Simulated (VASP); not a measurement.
Write the native input for VASP 6.6.1 that does the following.

```
Task                   : single point
Functional             : PBEsol
Dispersion             : D3(BJ)
Potentials or basis    : VASP PAW PBE potentials, release 64 (Pb_d)
Cutoff                 : 520 eV
k mesh                 : 9 × 9 × 5
Occupations            : fermi-dirac, width 0.05 eV
Spin                   : no spin polarisation
Dipole correction      : no
Further INCAR settings : ALGO = Fast; EDIFF = 1e-06; NBANDS = 21
```

The structure of Pb lies in POSCAR:

```
Pb
1.0
    2.9537878514     -1.7195044851     -0.5261205550
    2.9537878514      1.7195044851     -0.5261205550
   -3.1117717788      0.0000000000      6.1782682516
Pb
2
Direct
    1.0000007730      1.0000007730      0.7500005306
   -0.0000007730     -0.0000007730      0.2499994694
```

The input as run:

INCAR

```
PREC     = Accurate       # precision mode
ENCUT    = 520            # plane-wave cutoff, eV
EDIFF    = 1E-6           # SCF threshold, eV
ISMEAR   = -1             # smearing method
SIGMA    = 0.05           # smearing width, eV
LREAL    = F              # projectors in reciprocal space
LASPH    = T              # aspherical terms in the spheres
NELM     = 80             # most SCF steps
ALGO     = Fast           # electronic algorithm
ISIF     = 2              # what is computed and relaxed
LWAVE    = F              # write WAVECAR
LCHARG   = F              # write CHGCAR
GGA      = PS             # functional
IVDW     = 12             # dispersion correction
NBANDS   = 21             # bands
```

KPOINTS

```
regular mesh
0
Gamma
  9 9 5
```

Potentials or basis: VASP PAW PBE potentials, release 64 (Pb_d).

Command:

```console
$ cat potpaw_PBE.64/Pb_d/POTCAR > POTCAR
$ mpirun -np 1 vasp_std > vasp.out
```

It gave:

```yaml
Pressure: 0.0 GPa
Band_gap_on_the_k_mesh: zero (band 14 reaches 13.60 eV, above the bottom of band 15 at 6.19 eV)
Dispersion_energy_per_atom: -0.470 eV
```

Caveat: the PAW data sets were made with another functional, which shifts forces and pressure a little; spin-orbit coupling is left out, which moves the levels of the heavy elements; pairwise dispersion overbinds metals, which lowers pressure and volume.

Run time: 110 s on 1 thread of Intel(R) Xeon(R) Platinum 8488C (Sapphire Rapids), with other jobs on the host, peak memory 0.27 GiB.
